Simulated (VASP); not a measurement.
# W (Im-3m) in VASP: notebook, part 2 of 2

VASP 6.6.1. The steps go on from the part before.

## Step 3: Single point, PBE

This run uses another cell than the first one, of 16.14 Å³/atom.

File INCAR:

```
SYSTEM = W
  PREC = Accurate
  ENCUT = 520
  EDIFF = 1E-6
  ISMEAR = 1
  SIGMA = 0.1
  LREAL = .False.
  LASPH = .True.
  NELM = 100
  ALGO = Normal
  ISIF = 2
  LWAVE = .False.
  LCHARG = .False.
  GGA = PE
  NBANDS = 13
```

File KPOINTS:

```
regular mesh
0
Gamma
  24 24 24
  0 0 0
```

File POSCAR:

```
W
1.0
   -1.5920005746      1.5920005746      1.5920005746
    1.5920005746     -1.5920005746      1.5920005746
    1.5920005746      1.5920005746     -1.5920005746
W
1
Direct
    0.0000000000      0.0000000000      0.0000000000
```

Potentials or basis: VASP PAW PBE potentials, release 64 (W_sv).

Command:

```
$ cat potpaw_PBE.64/W_sv/POTCAR > POTCAR
$ mpirun -np 1 vasp_std > vasp.out
```

OUTCAR:

```text
SYSTEM = W
   PREC = Accurate
   ENCUT = 520
   EDIFF = 1E-6
   ISMEAR = 1
   LREAL = .False.
   LASPH = .True.
   NELM = 100
   ISIF = 2
   GGA = PE

 ion  position               nearest neighbor table
   1  0.000  0.000  0.000-

  LATTYP: Found a body centered cubic cell.
 ALAT       =     3.1840011492

  Lattice vectors:

 A1 = (  -1.5920005746,   1.5920005746,   1.5920005746)
 A2 = (   1.5920005746,  -1.5920005746,   1.5920005746)
 A3 = (   1.5920005746,   1.5920005746,  -1.5920005746)

Analysis of symmetry for initial positions (statically):
=====================================================================
 Subroutine PRICEL returns:
 Original cell was already a primitive cell.

 Routine SETGRP: Setting up the symmetry group for a
 body centered cubic supercell.

 Subroutine GETGRP returns: Found 48 space group operations
 (whereof 48 operations were pure point group operations)
 out of a pool of 48 trial point group operations.

[... 167 lines left out ...]

 k-point     1 :       0.0000    0.0000    0.0000
  band No.  band energies     occupation
      1     -63.0266      2.00000
      2     -26.6140      2.00000
      3     -26.6140      2.00000
      4     -26.6140      2.00000
      5       1.6476      2.00000
      6       9.9835      2.00000
      7       9.9835      2.00000
      8       9.9835      2.00000
      9      13.4021      0.00000
     10      13.4021      0.00000
     11      25.6611      0.00000
     12      25.6611      0.00000
     13      25.6611      0.00000
[... 354 lines left out ...]
  band No.  band energies     occupation
      1     -62.9028      2.00000
      2     -27.8157      2.00000
      3     -27.0145      2.00000
      4     -26.6291      2.00000
      5       5.0868      2.00000
      6       7.7245      2.00000
      7      11.5689     -0.00001
      8      13.2696      0.00000
      9      14.3242      0.00000
     10      17.2048      0.00000
     11      21.9469      0.00000
     12      22.7848      0.00000
     13      27.7832      0.00000

 [... further k-points ...]

------------------------ aborting loop because EDIFF is reached ----------------------------------------

  FORCE on cell =-STRESS in cart. coord.  units (eV):
  Direction    XX          YY          ZZ          XY          YZ          ZX
  --------------------------------------------------------------------------------------
  -------------------------------------------------------------------------------------
  Total        0.0439005      0.0439005      0.0439005     -0.0000000      0.0000000     -0.0000000
  in kB        4.3580273      4.3580273      4.3580273     -0.0000000      0.0000000     -0.0000000
  external PRESSURE =       4.3580273 kB  Pullay stress =       0.0000000 kB

 VOLUME and BASIS-vectors are now :
 -----------------------------------------------------------------------------
  energy-cutoff  :      520.00
  volume of cell :       16.14
      direct lattice vectors                 reciprocal lattice vectors
    -1.592000575  1.592000575  1.592000575     0.000000000  0.314070238  0.314070238
     1.592000575 -1.592000575  1.592000575     0.314070238  0.000000000  0.314070238
     1.592000575  1.592000575 -1.592000575     0.314070238  0.314070238  0.000000000

 POSITION                                       TOTAL-FORCE (eV/Angst)
 -----------------------------------------------------------------------------------
      0.00000      0.00000      0.00000         0.000000      0.000000      0.000000
 -----------------------------------------------------------------------------------
    total drift:                               -0.000000      0.000000      0.000000

  FREE ENERGIE OF THE ION-ELECTRON SYSTEM (eV)
  ---------------------------------------------------
  free  energy   TOTEN  =       -12.9561776210 eV

  energy  without entropy=      -12.9560887501  energy(sigma->0) =      -12.95614800
```

OSZICAR:

```text
N       E                     dE             d eps       ncg     rms          rms(c)
DAV:   1     0.851159365498E+02    0.85116E+02   -0.74187E+03 10762   0.122E+03
DAV:   2    -0.119376253394E+02   -0.97054E+02   -0.93367E+02 12203   0.317E+02
DAV:   3    -0.135827550591E+02   -0.16451E+01   -0.16398E+01 11738   0.399E+01
DAV:   4    -0.135894659751E+02   -0.67109E-02   -0.67105E-02 11893   0.283E+00
DAV:   5    -0.135895230989E+02   -0.57124E-04   -0.57125E-04 11893   0.246E-01    0.202E+01
DAV:   6    -0.130891862790E+02    0.50034E+00   -0.42395E-01 11158   0.869E+00    0.799E+00
DAV:   7    -0.129603448165E+02    0.12884E+00   -0.21720E-01 11938   0.591E+00    0.670E-01
DAV:   8    -0.129561656577E+02    0.41792E-02   -0.41685E-03 10958   0.825E-01    0.782E-02
DAV:   9    -0.129561833499E+02   -0.17692E-04   -0.65590E-05 12373   0.981E-02    0.510E-02
DAV:  10    -0.129561769483E+02    0.64017E-05   -0.11386E-05 11578   0.473E-02    0.899E-03
DAV:  11    -0.129561776210E+02   -0.67274E-06   -0.20840E-07  7314   0.536E-03
   1 F= -.12956178E+02 E0= -.12956148E+02  d E =-.888709E-04
```

stdout:

```text
POSCAR found type information on POSCAR W
 POSCAR found :  1 types and       1 ions
 scaLAPACK will be used
 LDA part: xc-table for (Slater+PW92), standard interpolation
 POSCAR, INCAR and KPOINTS ok, starting setup
 FFT: planning ... GRIDC
 FFT: planning ... GRID_SOFT
 FFT: planning ... GRID
 WAVECAR not read
 entering main loop
```

Run time: 21 s. Hardware: 1 thread of Intel Xeon 6975P-C (Granite Rapids), shared host; peak memory 0.2 GiB.

What came out:

```
Free energy            : -12.9562 eV
Pressure               : 0.4 GPa
Band gap on the k mesh : zero (bands 7 and 8 overlap by 6.24 eV)
```

Caveat: spin-orbit coupling is left out, which moves the levels of the heavy elements.

## Step 4: Single point, PBE

This run uses another cell than the first one, of 16.14 Å³/atom.

File INCAR:

```
SYSTEM = W
PREC = Accurate ; ENCUT = 520
EDIFF = 1E-7 ; ISMEAR = 1
SIGMA = 0.1 ; LREAL = .FALSE.
LASPH = .TRUE. ; NELM = 100
ALGO = Normal ; ISIF = 2
LWAVE = .FALSE. ; LCHARG = .TRUE.
GGA = PE ; LELF = .TRUE.
LVHAR = .TRUE. ; NBANDS = 13
```

File KPOINTS:

```
Automatic mesh
0
G
  35 35 35
  0 0 0
```

File POSCAR:

```
W
1.0
   -1.5920005750      1.5920005750      1.5920005750
    1.5920005750     -1.5920005750      1.5920005750
    1.5920005750      1.5920005750     -1.5920005750
W
1
Direct
    0.0000000000      0.0000000000      0.0000000000
```

Command:

```
$ cat potpaw_PBE.64/W_sv/POTCAR > POTCAR
$ mpirun -np 1 vasp_std > vasp.out
```

Wall time 66 s (1 thread of Intel Xeon 6975P-C (Granite Rapids), shared host); peak memory 0.33 GiB.

Results (log left out):

```yaml
Free_energy: -12.9552 eV
Pressure: 0.4 GPa
Band_gap_on_the_k_mesh: zero (bands 7 and 8 overlap by 6.13 eV)
```

Levels at points of the mesh, in eV from the Fermi level:
| k point | band 4 | band 5 | band 6 | band 7 | band 8 | band 9 | band 10 | band 11 |
| --- | --- | --- | --- | --- | --- | --- | --- | --- |
| (0.00, 0.00, 0.00) | -37.84 | -9.58 | -1.24 | -1.24 | -1.24 | 2.18 | 2.18 | 14.44 |

Caveat: spin-orbit coupling is left out, which moves the levels of the heavy elements.

## Step 5: Single point, LDA

This run uses another cell than the first one, of 15.41 Å³/atom.

File INCAR:

```
PREC = Accurate
ENCUT = 520
EDIFF = 1E-6
ISMEAR = 1
SIGMA = 0.1
LREAL = False
LASPH = True
NELM = 80
ALGO = Normal
ISIF = 2
LWAVE = False
LCHARG = False
NBANDS = 13
```

File KPOINTS:

```
Automatic mesh
0
Gamma
  36 36 36
```

File POSCAR:

```
W
1.0
   -1.5676484300      1.5676484300      1.5676484300
    1.5676484300     -1.5676484300      1.5676484300
    1.5676484300      1.5676484300     -1.5676484300
W
1
Direct
    0.0000000000      0.0000000000      0.0000000000
```

Potentials or basis: VASP PAW LDA potentials, release 64 (W_sv).

Command:

```
$ cat potpaw_LDA.64/W_sv/POTCAR > POTCAR
$ mpirun -np 1 vasp_std > vasp.out
```

It took 59 s on 1 thread of Intel Xeon 6975P-C (Granite Rapids), shared host; peak memory 0.31 GiB.

Results (log left out):

| Item | Value |
| --- | --- |
| Free energy | -14.1041 eV |
| Pressure | 2.0 GPa |
| Band gap on the k mesh | zero (bands 7 and 8 overlap by 6.66 eV) |

Levels at points of the mesh, in eV from the Fermi level:
```
           k point  band 5  band 6  band 7  band 8  band 9  band 10
(0.00, 0.00, 0.00)   -9.75   -1.37   -1.37   -1.37    2.20     2.20
(0.50, 0.00, 0.00)   -6.50   -3.78    0.89    2.12    3.12     6.33
(0.50, 0.50, 0.50)   -6.14   -6.14    5.30    5.30    5.30     8.53
```

Caveat: spin-orbit coupling is left out, which moves the levels of the heavy elements.

## Step 6: The runs side by side

| level | potentials or basis | cell | k mesh | gap on the mesh (eV) | pressure (GPa) |
| --- | --- | --- | --- | --- | --- |
| PBEsol | VASP PAW PBE potentials, release 64 (W_sv) | a = 2.732 Å, angles 109.5°, 1 atom | 24 × 24 × 24 | none | 0.6 |
| PBE | VASP PAW PBE potentials, release 64 (W_sv) | a = 2.757 Å, angles 109.5°, 1 atom | 24 × 24 × 24 | none | 0.4 |
| PBE | VASP PAW PBE potentials, release 64 (W_sv) | a = 2.757 Å, angles 109.5°, 1 atom | 35 × 35 × 35 | none | 0.4 |
| LDA | VASP PAW LDA potentials, release 64 (W_sv) | a = 2.715 Å, angles 109.5°, 1 atom | 36 × 36 × 36 | none | 2.0 |

Alike in all rows: task single point; no spin polarisation; cutoff (eV) 520; smearing methfessel-paxton 0.1 eV.

Caveats: spin-orbit coupling is left out, which moves the levels of the heavy elements; the PAW data sets were made with another functional, which shifts forces and pressure a little (at least some runs).

Absolute energies hang on the potentials; compare differences alone.
